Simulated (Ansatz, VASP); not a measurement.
**Two plane-wave programs on BeS**

```
Be S
1.0
     0.00000    2.42500    2.42500
     2.42500    0.00000    2.42500
     2.42500    2.42500    0.00000
Be S
1 1
Direct
  0.00000 0.00000 0.00000
  0.75000 0.75000 0.75000
```

Alike in both runs: task single point; functional PBE; k mesh 6 × 6 × 6; occupations gaussian, width 0.1 eV; no spin polarisation.

```csv
,VASP,Ansatz
version,VASP 6.6.1,Ansatz 0.2.0
potentials or method,"VASP PAW PBE potentials, release 64 (Be, S), cutoff 600 eV","scalar-relativistic, plane waves, PAW"
valence electrons in the cell,8,8
```

VASP gave:

```
gap on the k mesh at the Fermi level (eV) : 3.11
least direct gap on the mesh (eV)         : 5.67
pressure (GPa)                            : 1.6
```

**Question.** Which values does Ansatz return?

**Answer.** gap on the k mesh at the Fermi level (eV): 3.11; least direct gap on the mesh (eV): 5.65; pressure (GPa): 1.6.

The functional is the same, so the differences come from potentials, cutoffs and numerics.
